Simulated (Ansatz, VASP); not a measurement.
## Mg in VASP and in Ansatz

```
CELL_PARAMETERS angstrom
0.00000 2.27379 2.27379
2.27379 0.00000 2.27379
2.27379 2.27379 0.00000
ATOMIC_POSITIONS crystal
Mg 0.00000 0.00000 0.00000
```

Change from the starting cell: volume scaled by 1.04, crystal datasets.

Alike in both runs: task electric field gradients; functional LDA; k mesh 16 × 16 × 16; occupations fermi-dirac, width 0.03 eV; no spin polarisation.

|  | VASP | Ansatz |
| --- | --- | --- |
| version | VASP 6.6.1 | Ansatz 0.2.0 |
| potentials or method | VASP PAW LDA potentials, release 64 (Mg), cutoff 520 eV | all-electron PAW with datasets made for the crystal, scalar-relativistic |

```tsv
	VASP	Ansatz	Ansatz less VASP
pressure (GPa)	-2.9	-2.5	+0.33
```

LDA's correlation is that of Perdew and Zunger in VASP and of Perdew and Wang (1992) in Ansatz. Ansatz ran all-electron here, and VASP with PAW potentials.
